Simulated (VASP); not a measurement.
# BaTiO3 (R3m) in VASP: notebook, part 3 of 3

VASP 6.6.1.

## Step 5: Electric field gradients, PBE (13.35 Å³/atom)

This run uses another cell than the first one, of 13.35 Å³/atom.

INCAR reads:

```
SYSTEM = BaTiO3
  ALGO = Normal
  EDIFF = 1E-8
  ENCUT = 520
  GGA = PE
  ISIF = 2
  ISMEAR = -1
  LASPH = .TRUE.
  LCHARG = .FALSE.
  LEFG = .TRUE.
  LREAL = .FALSE.
  LWAVE = .FALSE.
  NBANDS = 28
  NELM = 100
  PREC = Accurate
  SIGMA = 0.05
```

KPOINTS reads:

```
k-points
0
G
  9 9 9
  0 0 0
```

POSCAR reads:

```
BaTiO3
1.0
    2.8648785846      1.6540384220      2.3482315742
   -2.8648785846      1.6540384220      2.3482315742
    0.0000000000     -3.3080768441      2.3482315742
Ba Ti O
1 1 3
Direct
    0.0000000000      0.0000000000      0.0000000000
    0.5140000000      0.5140000000      0.5140000000
    0.4916000000      0.4916000000      0.9815000000
    0.4916000000      0.9815000000      0.4916000000
    0.9815000000      0.4916000000      0.4916000000
```

Potentials or basis: VASP PAW PBE potentials, release 64 (Ba_sv, Ti_sv, O).

Launch:

```
> cat potpaw_PBE.64/Ba_sv/POTCAR potpaw_PBE.64/Ti_sv/POTCAR potpaw_PBE.64/O/POTCAR > POTCAR
> mpirun -np 1 vasp_std > vasp.out
```

OUTCAR:

```text
SYSTEM = BaTiO3
   EDIFF = 1E-8
   ENCUT = 520
   GGA = PE
   ISIF = 2
   ISMEAR = -1
   LASPH = .TRUE.
   LREAL = .FALSE.
   NELM = 100
   PREC = Accurate

 ion  position               nearest neighbor table
   1  0.000  0.000  0.000-   3 2.82   4 2.82   5 2.82   3 2.87   3 2.87   5 2.87   4 2.87   4 2.87
                             5 2.87   3 2.92   4 2.92   5 2.92   2 3.42   2 3.48   2 3.48   2 3.48
   2  0.514  0.514  0.514-   4 1.90   5 1.90   3 1.90   4 2.16   5 2.16   3 2.16   1 3.42   1 3.48
                             1 3.48   1 3.48   1 3.54   1 3.54   1 3.54   1 3.62
   3  0.492  0.492  0.981-   2 1.90   2 2.16   1 2.82   1 2.87   1 2.87   1 2.92
   4  0.492  0.981  0.492-   2 1.90   2 2.16   1 2.82   1 2.87   1 2.87   1 2.92
   5  0.981  0.492  0.492-   2 1.90   2 2.16   1 2.82   1 2.87   1 2.87   1 2.92

  LATTYP: Found a trigonal (rhomboedric) cell.
 ALAT       =     4.0567923205
 COS(alpha) =     0.0025827226

  Lattice vectors:

 A1 = (   2.8648785846,   1.6540384220,   2.3482315742)
 A2 = (  -2.8648785846,   1.6540384220,   2.3482315742)
 A3 = (   0.0000000000,  -3.3080768441,   2.3482315742)

Analysis of symmetry for initial positions (statically):
=====================================================================
 Subroutine PRICEL returns:
 Original cell was already a primitive cell.

 Routine SETGRP: Setting up the symmetry group for a
 trigonal (rhombohedral) supercell.

 Subroutine GETGRP returns: Found  6 space group operations
 (whereof  6 operations were pure point group operations)
 out of a pool of 12 trial point group operations.

The static configuration has the point symmetry C_3v.

Analysis of symmetry for dynamics (positions and initial velocities):
[... 924 lines left out ...]
  Total        0.0397510      0.0397510      0.0634473      0.0000000     -0.0000000      0.0000000
  in kB        0.9539252      0.9539252      1.5225792      0.0000000     -0.0000000      0.0000000
  external PRESSURE =       1.1434765 kB  Pullay stress =       0.0000000 kB

 VOLUME and BASIS-vectors are now :
 -----------------------------------------------------------------------------
  energy-cutoff  :      520.00
  volume of cell :       66.76
      direct lattice vectors                 reciprocal lattice vectors
     2.864878585  1.654038422  2.348231574     0.174527466  0.100763480  0.141950793
    -2.864878585  1.654038422  2.348231574    -0.174527466  0.100763480  0.141950793
     0.000000000 -3.308076844  2.348231574     0.000000000 -0.201526959  0.141950793

 POSITION                                       TOTAL-FORCE (eV/Angst)
 -----------------------------------------------------------------------------------
      0.00000      0.00000      0.00000        -0.000000     -0.000000      0.087854
      0.00000     -0.00000      3.62097        -0.000000     -0.000000      0.259348
      0.00000     -1.62063      4.61357        -0.000000      0.036763     -0.115734
     -1.40350      0.81031      4.61357         0.031838     -0.018382     -0.115734
      1.40350      0.81031      4.61357        -0.031838     -0.018382     -0.115734
 -----------------------------------------------------------------------------------
    total drift:                               -0.000000      0.000004      0.000235

  FREE ENERGIE OF THE ION-ELECTRON SYSTEM (eV)
  ---------------------------------------------------
  free  energy   TOTEN  =       -40.0461545099 eV

  energy  without entropy=      -40.0461545099  energy(sigma->0) =      -40.04615451

 Electric field gradients (V/A^2)
---------------------------------------------------------------------
 ion       V_xx      V_yy      V_zz      V_xy      V_xz      V_yz
---------------------------------------------------------------------
   1      -1.695    -1.695     3.389     0.000    -0.000     0.000
   2      -5.009    -5.009    10.018    -0.000    -0.000     0.000
   3     -12.289    10.848     1.441     0.000     0.000   -16.674
   4       5.064    -6.504     1.441   -10.018   -14.440     8.337
   5       5.064    -6.504     1.441    10.018    14.440     8.337
---------------------------------------------------------------------

 Electric field gradients after diagonalization (V/A^2)
 (convention: |V_zz| > |V_xx| > |V_yy|)
----------------------------------------------------------------------
 ion       V_xx      V_yy      V_zz     asymmetry (V_yy - V_xx)/ V_zz
----------------------------------------------------------------------
   1      -1.695    -1.695     3.389       0.000
   2      -5.009    -5.009    10.018       0.000
   3     -12.289   -11.180    23.469       0.047
   4     -12.289   -11.180    23.469       0.047
   5     -12.289   -11.180    23.469       0.047
----------------------------------------------------------------------

           NMR quadrupolar parameters

 Cq : quadrupolar parameter    Cq=e*Q*V_zz/h
 eta: asymmetry parameters     (V_yy - V_xx)/ V_zz
 Q  : nuclear electric quadrupole moment in mb (millibarn)
----------------------------------------------------------------------
 ion       Cq(MHz)       eta       Q (mb)
----------------------------------------------------------------------
   1       0.008       0.000       1.000
   2       0.024       0.000       1.000
   3       0.057       0.047       1.000
   4       0.057       0.047       1.000
   5       0.057       0.047       1.000
----------------------------------------------------------------------
```

OSZICAR:

```text
N       E                     dE             d eps       ncg     rms          rms(c)
DAV:   1     0.436410108230E+03    0.43641E+03   -0.20858E+04  4760   0.154E+03
DAV:   2    -0.327446456751E+01   -0.43968E+03   -0.41791E+03  5420   0.424E+02
DAV:   3    -0.485436083082E+02   -0.45269E+02   -0.44886E+02  6544   0.135E+02
[... 10 lines left out ...]
DAV:  14    -0.400461546709E+02   -0.11484E-04   -0.54856E-05  6756   0.503E-02    0.850E-03
DAV:  15    -0.400461554799E+02   -0.80904E-06   -0.10563E-05  6960   0.249E-02    0.736E-03
DAV:  16    -0.400461544748E+02    0.10051E-05   -0.35958E-06  5980   0.188E-02    0.106E-03
DAV:  17    -0.400461545329E+02   -0.58150E-07   -0.14800E-07  6264   0.243E-03    0.643E-04
DAV:  18    -0.400461545153E+02    0.17603E-07   -0.19670E-08  3952   0.119E-03    0.352E-04
DAV:  19    -0.400461545099E+02    0.54342E-08   -0.34667E-09  3236   0.477E-04
   1 F= -.40046155E+02 E0= -.40046155E+02  d E =-.214567E-10
```

It took 4.1 min on 1 thread of Intel Xeon 8259CL, shared host; peak memory 0.29 GiB.

Results:

```
Free energy                             : -40.0462 eV
Pressure                                : 0.1 GPa
Largest force                           : 0.259 eV/Å
Band gap on the k mesh                  : 2.29 eV (least direct gap 2.67 eV)
Largest electric field gradient by atom : Ba +3.4; Ti +10.0; O +23.5 V/Å²
```

Forces in eV/Å, atoms in the order of the input:
```
Ba   0.000  0.000  0.088
Ti   0.000  0.000  0.259
O    0.000  0.037 -0.116
O    0.032 -0.018 -0.116
O   -0.032 -0.018 -0.116
```

Electric field gradients, principal values (V/Å²):
```csv
atom,least,middle,greatest (by size)
1 Ba,-1.695,-1.695,3.389
2 Ti,-5.009,-5.009,10.018
3 O,-11.180,-12.289,23.469
4 O,-11.180,-12.289,23.469
5 O,-11.180,-12.289,23.469
```

Caveat: without QUAD_EFG the Cq values of the log hold for a quadrupole moment of 1 mb, not for the nuclei; spin-orbit coupling is left out, which moves the levels of the heavy elements.

## Step 6: The runs side by side

| cell | gap on the mesh (eV) | pressure (GPa) | largest force (eV/Å) |
| --- | --- | --- | --- |
| a = 3.977 Å, angles 89.9°, 5 atoms | 2.44 | 10.7 | 0.36 |
| a = 4.017 Å, angles 89.9°, 5 atoms | 2.36 | 5.0 | 0.15 |
| a = 4.057 Å, angles 89.9°, 5 atoms | 2.29 | 0.1 | 0.26 |

Alike in all rows: task electric field gradients; level PBE; potentials or basis VASP PAW PBE potentials, release 64 (Ba_sv, Ti_sv, O); no spin polarisation; k mesh 9 × 9 × 9; cutoff (eV) 520; smearing fermi-dirac 0.05 eV.

Caveats: spin-orbit coupling is left out, which moves the levels of the heavy elements; the cell stands under pressure (at least some runs).

Total energies depend on the potentials used, so only differences within one code and one set of settings carry meaning.
